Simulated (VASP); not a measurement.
# Hg (P6_3/mmc) in VASP: a series of runs

The runs below take Hg through single point, with PBE+D3(BJ).

Program: VASP 6.6.1. These are calculated values, not measurements. Logs are shortened: lines on timing, memory, paths and dates and some standing lists are left out, and cuts for length are marked.

### Step 1. The cell of the first run

It takes space group P6_3/mmc (No. 194, hexagonal). Conventional cell: a = 3.308 Å, b = 3.308 Å, c = 5.429 Å, α = 90.00°, β = 90.00°, γ = 120.00°. Within 4.4 Å of Hg (site symmetry -6m2) lie 12 Hg at 3.31 to 3.32 Å.

### Step 2. Single point, PBE+D3(BJ) (25.72 Å³/atom)

Contents of INCAR:

```
SYSTEM = Hg
PREC     = Accurate       ! precision mode
ENCUT    = 520            ! plane-wave cutoff, eV
EDIFF    = 1E-6           ! SCF threshold, eV
ISMEAR   = 0              ! smearing method
SIGMA    = 0.15           ! smearing width, eV
LREAL    = .False.        ! projectors in reciprocal space
LASPH    = .True.         ! aspherical terms in the spheres
NELM     = 60             ! most SCF steps
ALGO     = Fast           ! electronic algorithm
ISIF     = 2              ! what is computed and relaxed
LWAVE    = .False.        ! write WAVECAR
LCHARG   = .False.        ! write CHGCAR
GGA      = PE             ! functional
IVDW     = 12             ! dispersion correction
NBANDS   = 19             ! bands
```

Contents of KPOINTS:

```
Automatic mesh
0
Gamma
  18 18 10
  0 0 0
```

Contents of POSCAR:

```
Hg
1.0
    3.3077299401      0.0000000000      0.0000000000
   -1.6538649701      2.8645781570      0.0000000000
    0.0000000000      0.0000000000      5.4293079238
Hg
2
Direct
    0.6666666667      0.3333333333      0.7500000000
    0.3333333333      0.6666666667      0.2500000000
```

Potentials or basis: VASP PAW PBE potentials, release 64 (Hg).

Launch:

```sh
$ cat potpaw_PBE.64/Hg/POTCAR > POTCAR
$ mpirun -np 1 vasp_std > vasp.out
```

OUTCAR:

```text
SYSTEM = Hg
   PREC = Accurate
   ENCUT = 520
   EDIFF = 1E-6
   ISMEAR = 0
   LREAL = .False.
   LASPH = .True.
   NELM = 60
   ISIF = 2
   GGA = PE
   IVDW = 12
 IVDW          = 12

 ion  position               nearest neighbor table
   1  0.667  0.333  0.750-   2 3.32   2 3.32   2 3.32   2 3.32   2 3.32   2 3.32
   2  0.333  0.667  0.250-   1 3.32   1 3.32   1 3.32   1 3.32   1 3.32   1 3.32

  LATTYP: Found a hexagonal cell.
 ALAT       =     3.3077299401
 C/A-ratio  =     1.6414000000

  Lattice vectors:

 A1 = (   3.3077299401,   0.0000000000,   0.0000000000)
 A2 = (  -1.6538649701,   2.8645781570,   0.0000000000)
 A3 = (   0.0000000000,   0.0000000000,   5.4293079238)

Analysis of symmetry for initial positions (statically):
=====================================================================
 Subroutine PRICEL returns:
 Original cell was already a primitive cell.

 Routine SETGRP: Setting up the symmetry group for a
 hexagonal supercell.

 Subroutine GETGRP returns: Found 24 space group operations
 (whereof 12 operations were pure point group operations)
 out of a pool of 24 trial point group operations.

The static configuration has the point symmetry D_3d.
 The point group associated with its full space group is D_6h.

Analysis of symmetry for dynamics (positions and initial velocities):
=====================================================================
 Subroutine PRICEL returns:
 Original cell was already a primitive cell.

 Routine SETGRP: Setting up the symmetry group for a
 hexagonal supercell.

 Subroutine GETGRP returns: Found 24 space group operations
 (whereof 12 operations were pure point group operations)
 out of a pool of 24 trial point group operations.

The dynamic configuration has the point symmetry D_3d.
 The point group associated with its full space group is D_6h.

 Subroutine INISYM returns: Found 24 space group operations
 (whereof 12 operations are pure point group operations),
 and found     1 'primitive' translations

----------------------------------------------------------------------------------------

                                     Primitive cell

  volume of cell :      51.4441

  direct lattice vectors                    reciprocal lattice vectors
     3.307729940  0.000000000  0.000000000     0.302322142  0.174545770  0.000000000
    -1.653864970  2.864578157  0.000000000     0.000000000  0.349091540  0.000000000
     0.000000000  0.000000000  5.429307924     0.000000000  0.000000000  0.184185538

  length of vectors
[... 81 lines left out ...]
   NELM   =     60;   NELMIN=  2; NELMDL= -5     # of ELM steps
   EDIFF  = 0.1E-05   stopping-criterion for ELM
   LREAL  =      F    real-space projection
   EDIFFG = 0.1E-04   stopping-criterion for IOM
   NSW    =      0    number of steps for IOM
   IBRION =     -1    ionic relax: 0-MD 1-quasi-New 2-CG
   NFREE  =      0    steps in history (QN), initial steepest desc. (CG)
   ISIF   =      2    stress and relaxation
   ISYM   =      2    0-nonsym 1-usesym 2-fastsym
   POTIM  = 0.5000    time-step for ionic-motion
   TEBEG  =    0.0;   TEEND  =   0.0 temperature during run
   PSTRESS=    0.0 pullay stress
   NELECT =      24.0000    total number of electrons
   NUPDOWN=      -1.0000    fix difference up-down
   EMIN   =  10.00;   EMAX   =-10.00  energy-range for DOS
   EFERMI =   0.00;   METHOD = LEGACY
   ISMEAR =     0;   SIGMA  =   0.15  broadening in eV -4-tet -1-fermi 0-gaus
   EFERMI_NEDOS =   21; number of points for ismear=-14 and -15
   IALGO  =     68    algorithm
   IMIX   =      4    mixing-type and parameters
     AMIX     =   0.40;   BMIX     =  1.00
     AMIX_MAG =   1.60;   BMIX_MAG =  1.00
  volume/ion in A,a.u.               =      25.72       173.58
  Fermi-wavevector in a.u.,A,eV,Ry     =   1.269697  2.399380 21.934375  1.612131
  Thomas-Fermi vector in A             =   2.402725
   LORBIT       =      0    0 simple, 1 ext, 2 COOP (PROOUT), +10 PAW based schemes
   GGA     = PE    functional components
   LHFCALC =     F    Hartree Fock is set to
   AEXX    =    0.0000 exact exchange contribution
   IVDW    =    12    specifies the selected vdW correction
   LEPSILON=     F    determine dielectric tensor
   LRPA    =     F    only Hartree local field effects (RPA)
 non-spin polarized calculation
 RMM-DIIS sequential band-by-band and
 Gauss-broadening in eV      SIGMA  =   0.15
  energy-cutoff  :      520.00
  volume of cell :       51.44
 maximum number of plane-waves:      1404
 NGX is ok and might be reduce to    28
   NGX = 13   NGY = 13   NGZ = 21

 number of electron      24.0000001 magnetization

 Free energy of the ion-electron system (eV)
  ---------------------------------------------------
  ext. energy  EPLUGINS =         0.00000000
  ---------------------------------------------------
  free energy    TOTEN  =        -0.29380227 eV

  energy without entropy =       -0.28816865  energy(sigma->0) =       -0.29098546

 E-fermi :   1.7884     XC(G=0): -10.3851

 val. band max:        1.7561341214   @ k =   0.4444   0.1111   0.4000
 cond. band min:       1.7938987935   @ k =   0.3333   0.1111   0.0000
 fundamental gap:      0.0377646722
 Fermi energy:         1.7884439581

 k-point     1 :       0.0000    0.0000    0.0000
  band No.  band energies     occupation
      1      -6.2716      2.00000
      2      -5.4559      2.00000
      3      -4.6638      2.00000
      4      -4.5877      2.00000
      5      -4.5877      2.00000
      6      -4.4792      2.00000
[... 505 lines left out ...]
      6      -4.3235      2.00000
[... 11 lines left out ...]
     18      12.3667      0.00000
     19      13.6502      0.00000

 [... further k-points ...]

------------------------ aborting loop because EDIFF is reached ----------------------------------------

 Edisp (eV)   -0.81392

 E8    (eV) :    -0.3690

  FORCE on cell =-STRESS in cart. coord.  units (eV):
  Direction    XX          YY          ZZ          XY          YZ          ZX
  --------------------------------------------------------------------------------------
  -------------------------------------------------------------------------------------
  Total       0.12650     0.12650    -0.08925    -0.00000    -0.00000     0.00000
  in kB       3.93975     3.93975    -2.77954    -0.00000    -0.00000     0.00000
  external pressure =        1.70 kB  Pullay stress =        0.00 kB

 VOLUME and BASIS-vectors are now :
 -----------------------------------------------------------------------------
  energy-cutoff  :      520.00
  volume of cell :       51.44
      direct lattice vectors                 reciprocal lattice vectors
     3.307729940  0.000000000  0.000000000     0.302322142  0.174545770  0.000000000
    -1.653864970  2.864578157  0.000000000     0.000000000  0.349091540  0.000000000
     0.000000000  0.000000000  5.429307924     0.000000000  0.000000000  0.184185538

 POSITION                                       TOTAL-FORCE (eV/Angst)
 -----------------------------------------------------------------------------------
      1.65386      0.95486      4.07198         0.000000      0.000000      0.000000
     -0.00000      1.90972      1.35733        -0.000000     -0.000000      0.000000
 -----------------------------------------------------------------------------------
    total drift:                               -0.000000      0.000000     -0.000000

  FREE ENERGIE OF THE ION-ELECTRON SYSTEM (eV)
  ---------------------------------------------------
  free  energy   TOTEN  =        -1.1077182904 eV

  energy  without entropy=       -1.1020846701  energy(sigma->0) =       -1.10490148
```

stdout:

```text
POSCAR found type information on POSCAR Hg
 POSCAR found :  1 types and       2 ions
 scaLAPACK will be used
 LDA part: xc-table for (Slater+PW92), standard interpolation
 POSCAR, INCAR and KPOINTS ok, starting setup
 FFT: planning ... GRIDC
 FFT: planning ... GRID_SOFT
 FFT: planning ... GRID
 WAVECAR not read
 entering main loop
```

Wall time 2.9 min (1 thread of Intel Xeon 6975P-C (Granite Rapids), shared host); peak memory 0.31 GiB.

What came out:

| Quantity | Value |
| --- | --- |
| Free energy | -1.1077 eV |
| Pressure | 0.2 GPa |
| Band gap on the k mesh | zero (bands 12 and 13 overlap by 1.07 eV) |
| Dispersion energy per atom | -0.407 eV |

Caveat: spin-orbit coupling is left out, which moves the levels of the heavy elements.

### Step 3. Single point, PBE+D3(BJ) (25.72 Å³/atom)

Contents of INCAR:

```
SYSTEM = Hg
  PREC = Accurate
  ENCUT = 520
  EDIFF = 1E-6
  ISMEAR = 0
  SIGMA = 0.15
  LREAL = .False.
  LASPH = .True.
  NELM = 100
  ALGO = Fast
  ISIF = 2
  LWAVE = .False.
  LCHARG = .False.
  GGA = PE
  IVDW = 12
  NBANDS = 19
```

Contents of KPOINTS:

```
regular mesh
0
Gamma
  18 18 10
  0 0 0
```

Contents of POSCAR:

```
Hg
1.0
    3.3972745294      0.0000000000      0.0000000000
   -1.6986372647      2.9421260461      0.0000000000
    0.0000000000      0.0000000000      5.1468709121
Hg
2
Direct
    0.6666666667      0.3333333333      0.7500000000
    0.3333333333      0.6666666667      0.2500000000
```

Potentials or basis: VASP PAW PBE potentials, release 64 (Hg).

Launch:

```sh
$ cat potpaw_PBE.64/Hg/POTCAR > POTCAR
$ mpirun -np 1 vasp_std > vasp.out
```

OUTCAR:

```text
SYSTEM = Hg
   PREC = Accurate
   ENCUT = 520
   EDIFF = 1E-6
   ISMEAR = 0
   LREAL = .False.
   LASPH = .True.
   NELM = 100
   ISIF = 2
   GGA = PE
   IVDW = 12
 IVDW          = 12

 ion  position               nearest neighbor table
   1  0.667  0.333  0.750-   2 3.24   2 3.24   2 3.24   2 3.24   2 3.24   2 3.24
   2  0.333  0.667  0.250-   1 3.24   1 3.24   1 3.24   1 3.24   1 3.24   1 3.24

  LATTYP: Found a hexagonal cell.
 ALAT       =     3.3972745294
 C/A-ratio  =     1.5150000000

  Lattice vectors:

 A1 = (   3.3972745294,   0.0000000000,   0.0000000000)
 A2 = (  -1.6986372647,   2.9421260461,   0.0000000000)
 A3 = (   0.0000000000,   0.0000000000,   5.1468709121)

Analysis of symmetry for initial positions (statically):
=====================================================================
 Subroutine PRICEL returns:
 Original cell was already a primitive cell.

 Routine SETGRP: Setting up the symmetry group for a
 hexagonal supercell.

 Subroutine GETGRP returns: Found 24 space group operations
 (whereof 12 operations were pure point group operations)
 out of a pool of 24 trial point group operations.

The static configuration has the point symmetry D_3d.
 The point group associated with its full space group is D_6h.

Analysis of symmetry for dynamics (positions and initial velocities):
=====================================================================
 Subroutine PRICEL returns:
 Original cell was already a primitive cell.

 Routine SETGRP: Setting up the symmetry group for a
 hexagonal supercell.

 Subroutine GETGRP returns: Found 24 space group operations
 (whereof 12 operations were pure point group operations)
 out of a pool of 24 trial point group operations.

The dynamic configuration has the point symmetry D_3d.
 The point group associated with its full space group is D_6h.

 Subroutine INISYM returns: Found 24 space group operations
 (whereof 12 operations are pure point group operations),
 and found     1 'primitive' translations
[... 112 lines left out ...]
   IALGO  =     68    algorithm
   IMIX   =      4    mixing-type and parameters
     AMIX     =   0.40;   BMIX     =  1.00
     AMIX_MAG =   1.60;   BMIX_MAG =  1.00
  volume/ion in A,a.u.               =      25.72       173.58
  Fermi-wavevector in a.u.,A,eV,Ry     =   1.269697  2.399380 21.934375  1.612131
  Thomas-Fermi vector in A             =   2.402725
   LORBIT       =      0    0 simple, 1 ext, 2 COOP (PROOUT), +10 PAW based schemes
   GGA     = PE    functional components
   LHFCALC =     F    Hartree Fock is set to
   AEXX    =    0.0000 exact exchange contribution
   IVDW    =    12    specifies the selected vdW correction
   LEPSILON=     F    determine dielectric tensor
   LRPA    =     F    only Hartree local field effects (RPA)
 non-spin polarized calculation
 RMM-DIIS sequential band-by-band and
 Gauss-broadening in eV      SIGMA  =   0.15
  energy-cutoff  :      520.00
  volume of cell :       51.44
 maximum number of plane-waves:      1404
 NGX is ok and might be reduce to    28
   NGX = 13   NGY = 13   NGZ = 19

 number of electron      23.9999998 magnetization

 Free energy of the ion-electron system (eV)
  ---------------------------------------------------
  ext. energy  EPLUGINS =         0.00000000
  ---------------------------------------------------
  free energy    TOTEN  =        -0.29418056 eV

  energy without entropy =       -0.28917896  energy(sigma->0) =       -0.29167976

 E-fermi :   1.8680     XC(G=0): -10.3819

 val. band max:        1.8657412218   @ k =   0.2222   0.2222   0.1000
 cond. band min:       1.8684436394   @ k =   0.5000   0.0000   0.5000
 fundamental gap:      0.0027024176
 Fermi energy:         1.8680332894

 k-point     1 :       0.0000    0.0000    0.0000
  band No.  band energies     occupation
      1      -6.2860      2.00000
      2      -5.3944      2.00000
      3      -4.5815      2.00000
      4      -4.5815      2.00000
      5      -4.4761      2.00000
      6      -4.4495      2.00000
[... 505 lines left out ...]
      6      -4.2460      2.00000
[... 11 lines left out ...]
     18      12.4333      0.00000
     19      13.5677      0.00000

 [... further k-points ...]

------------------------ aborting loop because EDIFF is reached ----------------------------------------

 Edisp (eV)   -0.81410

 E8    (eV) :    -0.3692

  FORCE on cell =-STRESS in cart. coord.  units (eV):
  Direction    XX          YY          ZZ          XY          YZ          ZX
  --------------------------------------------------------------------------------------
  -------------------------------------------------------------------------------------
  Total       0.02249     0.02249     0.17740     0.00000    -0.00000     0.00000
  in kB       0.70057     0.70057     5.52505     0.00000    -0.00000     0.00000
  external pressure =        2.31 kB  Pullay stress =        0.00 kB

 VOLUME and BASIS-vectors are now :
 -----------------------------------------------------------------------------
  energy-cutoff  :      520.00
  volume of cell :       51.44
      direct lattice vectors                 reciprocal lattice vectors
     3.397274529  0.000000000  0.000000000     0.294353604  0.169945132  0.000000000
    -1.698637265  2.942126046  0.000000000     0.000000000  0.339890264  0.000000000
     0.000000000  0.000000000  5.146870912     0.000000000  0.000000000  0.194292808

 POSITION                                       TOTAL-FORCE (eV/Angst)
 -----------------------------------------------------------------------------------
      1.69864      0.98071      3.86015         0.000000     -0.000000      0.000000
     -0.00000      1.96142      1.28672        -0.000000      0.000000      0.000000
 -----------------------------------------------------------------------------------
    total drift:                               -0.000000      0.000000     -0.000000

  FREE ENERGIE OF THE ION-ELECTRON SYSTEM (eV)
  ---------------------------------------------------
  free  energy   TOTEN  =        -1.1082804796 eV

  energy  without entropy=       -1.1032788807  energy(sigma->0) =       -1.10577968
```

OSZICAR:

```text
N       E                     dE             d eps       ncg     rms          rms(c)
DAV:   1     0.179810398035E+03    0.17981E+03   -0.12376E+04  8436   0.121E+03
DAV:   2     0.399056053326E+01   -0.17582E+03   -0.16767E+03  8801   0.313E+02
DAV:   3    -0.330761424861E+00   -0.43213E+01   -0.43062E+01  9587   0.537E+01
DAV:   4    -0.338074958627E+00   -0.73135E-02   -0.73127E-02  9269   0.217E+00
DAV:   5    -0.338086265966E+00   -0.11307E-04   -0.11307E-04  9231   0.818E-02    0.397E+00
RMM:   6    -0.296461580419E+00    0.41625E-01   -0.94427E-02  8489   0.256E+00    0.303E+00
RMM:   7    -0.294209806517E+00    0.22518E-02   -0.19975E-02  8739   0.978E-01    0.109E+00
RMM:   8    -0.294125871339E+00    0.83935E-04   -0.27651E-03  8903   0.621E-01    0.667E-02
RMM:   9    -0.294165118951E+00   -0.39248E-04   -0.14766E-04  9233   0.107E-01    0.456E-02
RMM:  10    -0.294180989672E+00   -0.15871E-04   -0.42000E-05  9100   0.755E-02    0.828E-03
RMM:  11    -0.294180561688E+00    0.42798E-06   -0.27834E-06  6478   0.147E-02
   1 F= -.11082805E+01 E0= -.11057797E+01  d E =-.500160E-02
```

stdout:

```text
POSCAR found type information on POSCAR Hg
 POSCAR found :  1 types and       2 ions
 scaLAPACK will be used
 LDA part: xc-table for (Slater+PW92), standard interpolation
 POSCAR, INCAR and KPOINTS ok, starting setup
 FFT: planning ... GRIDC
 FFT: planning ... GRID_SOFT
 FFT: planning ... GRID
 WAVECAR not read
 entering main loop
```

Run time: 2.2 min. Hardware: 1 thread of Intel Xeon 6975P-C (Granite Rapids), shared host; peak memory 0.31 GiB.

What came out:

* Free energy: -1.1083 eV
* Pressure: 0.2 GPa
* Band gap on the k mesh: zero (bands 12 and 13 overlap by 0.82 eV)
* Dispersion energy per atom: -0.407 eV

Caveat: spin-orbit coupling is left out, which moves the levels of the heavy elements.

### Step 4. Single point, PBE+D3(BJ) (26.75 Å³/atom)

This run uses another cell than the first one, of 26.75 Å³/atom.

Contents of INCAR:

```
SYSTEM = Hg
PREC = Accurate ; ENCUT = 520
EDIFF = 1E-7 ; ISMEAR = 0
SIGMA = 0.15 ; LREAL = .FALSE.
LASPH = .TRUE. ; NELM = 60
ALGO = Fast ; ISIF = 2
LWAVE = .FALSE. ; LCHARG = .TRUE.
GGA = PE ; IVDW = 12
LELF = .TRUE. ; LVHAR = .TRUE.
NBANDS = 19
```

Contents of KPOINTS:

```
Automatic mesh
0
G
  18 18 10
  0 0 0
```

Contents of POSCAR:

```
Hg
1.0
    3.3963293893      0.0000000000      0.0000000000
   -1.6981646947      2.9413075308      0.0000000000
    0.0000000000      0.0000000000      5.3557436179
Hg
2
Direct
    0.6666666667      0.3333333333      0.7500000000
    0.3333333333      0.6666666667      0.2500000000
```

Launch:

```sh
$ cat potpaw_PBE.64/Hg/POTCAR > POTCAR
$ mpirun -np 1 vasp_std > vasp.out
```

Wall time 3.3 min (1 thread of Intel Xeon 6975P-C (Granite Rapids), shared host); peak memory 0.32 GiB.

Results (log left out):

```
Free energy                : -1.1097 eV
Pressure                   : -0.4 GPa
Band gap on the k mesh     : zero (bands 12 and 13 overlap by 0.69 eV)
Dispersion energy per atom : -0.391 eV
```

Levels at points of the mesh, in eV from the Fermi level:
| k point | band 10 | band 11 | band 12 | band 13 | band 14 | band 15 |
| --- | --- | --- | --- | --- | --- | --- |
| (0.00, 0.00, 0.00) | -5.45 | -5.45 | -1.17 | -0.59 | 11.39 | 11.39 |
| (0.50, 0.00, 0.00) | -5.34 | -2.30 | -1.81 | 2.74 | 3.43 | 4.25 |
| (0.00, 0.00, 0.50) | -5.62 | -5.62 | -5.62 | 6.93 | 6.93 | 12.45 |
| (0.50, 0.00, 0.50) | -5.39 | -1.13 | -1.13 | 0.16 | 0.16 | 8.68 |

Caveat: spin-orbit coupling is left out, which moves the levels of the heavy elements.

### Step 5. The runs side by side

| cell | further INCAR settings | gap on the mesh (eV) | pressure (GPa) |
| --- | --- | --- | --- |
| a = 3.308, b = 3.308, c = 5.429 Å, angles 90.0, 90.0, 120.0°, 2 atoms | ALGO = Fast; EDIFF = 1e-06; NBANDS = 19 | none | 0.2 |
| a = 3.397, b = 3.397, c = 5.147 Å, angles 90.0, 90.0, 120.0°, 2 atoms | ALGO = Fast; EDIFF = 1e-06; NBANDS = 19 | none | 0.2 |
| a = 3.396, b = 3.396, c = 5.356 Å, angles 90.0, 90.0, 120.0°, 2 atoms | ALGO = Fast; EDIFF = 1e-07; NBANDS = 19 | none | -0.4 |

Alike in all rows: task single point; level PBE+D3(BJ); potentials or basis VASP PAW PBE potentials, release 64 (Hg); no spin polarisation; k mesh 18 × 18 × 10; cutoff (eV) 520; smearing gaussian 0.15 eV.

Caveats: spin-orbit coupling is left out, which moves the levels of the heavy elements.

Absolute energies hang on the potentials; compare differences alone.

The gap in the log of VASP goes by the Fermi energy; the results here count the filled bands.